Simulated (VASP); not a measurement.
# Zn4HSe4 (a cell with a defect) in VASP: notebook, part 2 of 2

VASP 6.6.1.

## 3. Single point, LDA

INCAR

```
SYSTEM = Zn4HSe4
ALGO = Normal
EDIFF = 1E-7
ENCUT = 520
GGA = CA
ISIF = 2
ISMEAR = 0
LASPH = .True.
LCHARG = .True.
LELF = .True.
LREAL = .False.
LVHAR = .True.
LWAVE = .False.
NBANDS = 46
NELECT = 72.0
NELM = 60
PREC = Accurate
SIGMA = 0.05
```

KPOINTS

```
k-points
0
Gamma
  6 6 6
  0 0 0
```

POSCAR

```
Zn4HSe4
1.0
   -3.9820046754     -3.9820046754      0.0000000000
   -3.9820046754      3.9820046754      0.0000000000
    3.9820046754      0.0000000000     -5.2585263399
Zn Se H
4 4 1
Direct
    1.0000000000      1.0000000000      1.0000000000
    0.5000000000      0.5000000000      1.0000000000
    1.0000000000      0.5000000000      1.0000000000
    0.5000000000      1.0000000000      1.0000000000
    0.1101682683      0.6101682683      0.7203365366
    0.6101682683      0.1101682683      0.7203365366
    0.8898317317      0.8898317317      0.2796634634
    0.3898317317      0.3898317317      0.2796634634
    1.1249792674      0.1249792674      0.7422074293
```

Potentials or basis: VASP PAW LDA potentials, release 64 (Zn, Se, H).

The run is started by

```console
$ cat potpaw_LDA.64/Zn/POTCAR potpaw_LDA.64/Se/POTCAR potpaw_LDA.64/H/POTCAR > POTCAR
$ mpirun -np 1 vasp_std > vasp.out
```

OUTCAR:

```text
SYSTEM = Zn4HSe4
   EDIFF = 1E-7
   ENCUT = 520
   GGA = CA
   ISIF = 2
   ISMEAR = 0
   LASPH = .True.
   LREAL = .False.
   NELECT = 72.0
   NELM = 60
   PREC = Accurate

 ion  position               nearest neighbor table
   1  0.000  0.000  0.000-   5 2.48   6 2.48   7 2.48   8 2.48   3 2.82   4 2.82   3 2.82   4 2.82

   2  0.500  0.500  0.000-   5 2.48   6 2.48   7 2.48   8 2.48   3 2.82   4 2.82   4 2.82   3 2.82

   3  0.000  0.500  0.000-   5 2.48   6 2.48   7 2.48   8 2.48   1 2.82   2 2.82   1 2.82   2 2.82

   4  0.500  0.000  0.000-   5 2.48   6 2.48   7 2.48   8 2.48   1 2.82   2 2.82   2 2.82   1 2.82

   5  0.110  0.610  0.720-   1 2.48   2 2.48   3 2.48   4 2.48
   6  0.610  0.110  0.720-   1 2.48   2 2.48   3 2.48   4 2.48
   7  0.890  0.890  0.280-   1 2.48   2 2.48   3 2.48   4 2.48
   8  0.390  0.390  0.280-   1 2.48   2 2.48   3 2.48   4 2.48
   9  0.125  0.125  0.742-

  LATTYP: Found a body centered tetragonal cell.
 ALAT       =     5.6314050174
 C/A-ratio  =     1.8675717068

  Lattice vectors:

 A1 = (   0.0000000000,  -3.9820046754,   5.2585263399)
 A2 = (   0.0000000000,   3.9820046754,   5.2585263399)
 A3 = (  -3.9820046754,   0.0000000000,  -5.2585263399)

Analysis of symmetry for initial positions (statically):
=====================================================================
 Subroutine PRICEL returns:
 Original cell was already a primitive cell.

 Routine SETGRP: Setting up the symmetry group for a
 body centered tetragonal supercell.

 Subroutine GETGRP returns: Found  2 space group operations
 (whereof  2 operations were pure point group operations)
 out of a pool of 16 trial point group operations.

The static configuration has the point symmetry C_1h.

Analysis of symmetry for dynamics (positions and initial velocities):
=====================================================================
 Subroutine PRICEL returns:
 Original cell was already a primitive cell.

 Routine SETGRP: Setting up the symmetry group for a
 body centered tetragonal supercell.

 Subroutine GETGRP returns: Found  2 space group operations
 (whereof  2 operations were pure point group operations)
 out of a pool of 16 trial point group operations.

The dynamic configuration has the point symmetry C_1h.

 Subroutine INISYM returns: Found  2 space group operations
 (whereof  2 operations are pure point group operations),
 and found     1 'primitive' translations

----------------------------------------------------------------------------------------

                                     Primitive cell

  volume of cell :     166.7622

  direct lattice vectors                    reciprocal lattice vectors
    -3.982004675 -3.982004675  0.000000000    -0.125564895 -0.125564895 -0.095083673
    -3.982004675  3.982004675  0.000000000    -0.125564895  0.125564895 -0.095083673
     3.982004675  0.000000000 -5.258526340     0.000000000  0.000000000 -0.190167346

  length of vectors
     5.631405017  5.631405017  6.596094337     0.201429866  0.201429866  0.190167346

[... 54 lines left out ...]
  0.333333  0.000000 -0.000000      4.000000
  0.000000 -0.333333  0.333333      4.000000
  0.500000  0.000000  0.000000      2.000000
[... 16 lines left out ...]
 -0.166667  0.166667  0.000000      2.000000
  0.166667  0.166667 -0.166667      2.000000
 [... further k-points ...]
   k-points           NKPTS =     68   k-points in BZ     NKDIM =     68   number of bands    NBANDS=     46
   number of dos      NEDOS =    301   number of ions     NIONS =      9
   total plane-waves  NPLWV =  88200
   dimension x,y,z NGX =    42 NGY =   42 NGZ =   50
   dimension x,y,z NGXF=    84 NGYF=   84 NGZF=  100
   ions per type =               4   4   1
   NGX,Y,Z   is equivalent  to a cutoff of  12.40, 12.40, 12.60 a.u.
   NGXF,Y,Z  is equivalent  to a cutoff of  24.80, 24.80, 25.20 a.u.
 SYSTEM =  Zn4HSe4
   PREC   = accura    normal or accurate (medium, high low for compatibility)
   ISTART =      0    job   : 0-new  1-cont  2-samecut
   ICHARG =      2    charge: 1-file 2-atom 10-const
   ISPIN  =      1    spin polarized calculation?
   LNONCOLLINEAR =      F non collinear calculations
   LSORBIT =      F    spin-orbit coupling
   LASPH  =      T    aspherical Exc in radial PAW
   ENCUT  =  520.0 eV  38.22 Ry    6.18 a.u.  10.47 10.47 12.26*2*pi/ulx,y,z
   NELM   =     60;   NELMIN=  2; NELMDL= -5     # of ELM steps
   EDIFF  = 0.1E-06   stopping-criterion for ELM
   LREAL  =      F    real-space projection
   EDIFFG = 0.1E-05   stopping-criterion for IOM
   NSW    =      0    number of steps for IOM
   IBRION =     -1    ionic relax: 0-MD 1-quasi-New 2-CG
   NFREE  =      0    steps in history (QN), initial steepest desc. (CG)
   ISIF   =      2    stress and relaxation
   ISYM   =      2    0-nonsym 1-usesym 2-fastsym
   POTIM  = 0.5000    time-step for ionic-motion
   TEBEG  =    0.0;   TEEND  =   0.0 temperature during run
   PSTRESS=    0.0 pullay stress
   NELECT =      72.0000    total number of electrons
   NUPDOWN=      -1.0000    fix difference up-down
   EMIN   =  10.00;   EMAX   =-10.00  energy-range for DOS
   EFERMI =   0.00;   METHOD = LEGACY
   ISMEAR =     0;   SIGMA  =   0.05  broadening in eV -4-tet -1-fermi 0-gaus
   EFERMI_NEDOS =   21; number of points for ismear=-14 and -15
   IALGO  =     38    algorithm
   IMIX   =      4    mixing-type and parameters
     AMIX     =   0.40;   BMIX     =  1.00
     AMIX_MAG =   1.60;   BMIX_MAG =  1.00
  volume/ion in A,a.u.               =      18.53       125.04
  Fermi-wavevector in a.u.,A,eV,Ry     =   1.237333  2.338220 20.830412  1.530992
  Thomas-Fermi vector in A             =   2.371904
   LORBIT       =      0    0 simple, 1 ext, 2 COOP (PROOUT), +10 PAW based schemes
   GGA     = CA    functional components
   LHFCALC =     F    Hartree Fock is set to
   AEXX    =    0.0000 exact exchange contribution
   IVDW    =     0    specifies the selected vdW correction
   LEPSILON=     F    determine dielectric tensor
   LRPA    =     F    only Hartree local field effects (RPA)
 non-spin polarized calculation
 Gauss-broadening in eV      SIGMA  =   0.05
  energy-cutoff  :      520.00
  volume of cell :      166.76
 maximum number of plane-waves:      4555
 NGX is ok and might be reduce to    42
   NGX = 21   NGY = 21   NGZ = 25

 number of electron      72.0000030 magnetization

 Free energy of the ion-electron system (eV)
  ---------------------------------------------------
  ext. energy  EPLUGINS =         0.00000000
  ---------------------------------------------------
  free energy    TOTEN  =       -31.96592227 eV

  energy without entropy =      -31.96290692  energy(sigma->0) =      -31.96441460

 E-fermi :   2.1415     XC(G=0): -10.1883

 val. band max:        2.1270292006   @ k =  -0.1667  -0.1667   0.3333
 cond. band min:       2.1480493574   @ k =   0.1667   0.0000   0.0000
 fundamental gap:      0.0210201568
 Fermi energy:         2.1414847398

 k-point     1 :       0.0000    0.0000    0.0000
  band No.  band energies     occupation
      1     -11.5345      2.00000
      2     -10.2646      2.00000
      3     -10.1763      2.00000
      4      -9.9888      2.00000
      5      -5.0360      2.00000
      6      -5.0359      2.00000
[... 1165 lines left out ...]
     45       8.0275      0.00000
     46       8.4348      0.00000

 [... further k-points ...]

------------------------ aborting loop because EDIFF is reached ----------------------------------------

  FORCE on cell =-STRESS in cart. coord.  units (eV):
  Direction    XX          YY          ZZ          XY          YZ          ZX
  --------------------------------------------------------------------------------------
  -------------------------------------------------------------------------------------
  Total       -7.3925360     -7.3916699    -10.2441449      0.0000000      0.0000000     -0.0786864
  in kB      -71.0242158    -71.0158952    -98.4212137      0.0000000      0.0000000     -0.7559839
  external PRESSURE =     -80.1537749 kB  Pullay stress =       0.0000000 kB

 VOLUME and BASIS-vectors are now :
 -----------------------------------------------------------------------------
  energy-cutoff  :      520.00
  volume of cell :      166.76
      direct lattice vectors                 reciprocal lattice vectors
    -3.982004675 -3.982004675  0.000000000    -0.125564895 -0.125564895 -0.095083673
    -3.982004675  3.982004675  0.000000000    -0.125564895  0.125564895 -0.095083673
     3.982004675  0.000000000 -5.258526340     0.000000000  0.000000000 -0.190167346

 POSITION                                       TOTAL-FORCE (eV/Angst)
 -----------------------------------------------------------------------------------
      0.00000      0.00000      0.00000        -0.215927      0.000000     -0.003168
     -3.98200      0.00000      0.00000         0.229338      0.000000      0.002262
     -1.99100      1.99100      0.00000         0.004222     -0.222219     -0.000668
     -1.99100     -1.99100      0.00000         0.004222      0.222219     -0.000668
      0.00000      1.99100     -3.78791         0.003365      0.004368      0.269991
      0.00000     -1.99100     -3.78791         0.003365     -0.004368      0.269991
     -5.97301      0.00000     -1.47062         0.001060      0.000000     -0.864069
     -1.99100      0.00000     -1.47062         0.005524      0.000000     -0.355759
      1.96014      0.00000     -3.90292        -0.035169      0.000000      0.682089
 -----------------------------------------------------------------------------------
    total drift:                               -0.000016     -0.000000     -0.000069

  FREE ENERGIE OF THE ION-ELECTRON SYSTEM (eV)
  ---------------------------------------------------
  free  energy   TOTEN  =       -31.9659222724 eV

  energy  without entropy=      -31.9629069192  energy(sigma->0) =      -31.96441460
```

Wall time 5.2 min (1 thread of Intel Xeon 6975P-C (Granite Rapids), shared host); peak memory 0.51 GiB.

Results:

- Free energy: -31.9659 eV
- Largest force: 0.864 eV/Å

Forces on the atoms (eV/Å):
```
Zn  -0.216  0.000 -0.003
Zn   0.229  0.000  0.002
Zn   0.004 -0.222 -0.001
Zn   0.004  0.222 -0.001
Se   0.003  0.004  0.270
Se   0.003 -0.004  0.270
Se   0.001  0.000 -0.864
Se   0.006  0.000 -0.356
H   -0.035  0.000  0.682
```

Caveat: the cell carries a net charge on a neutralising background, which shifts energy and pressure; the cell is charged against a uniform background, so pressure and absolute levels hang on convention.
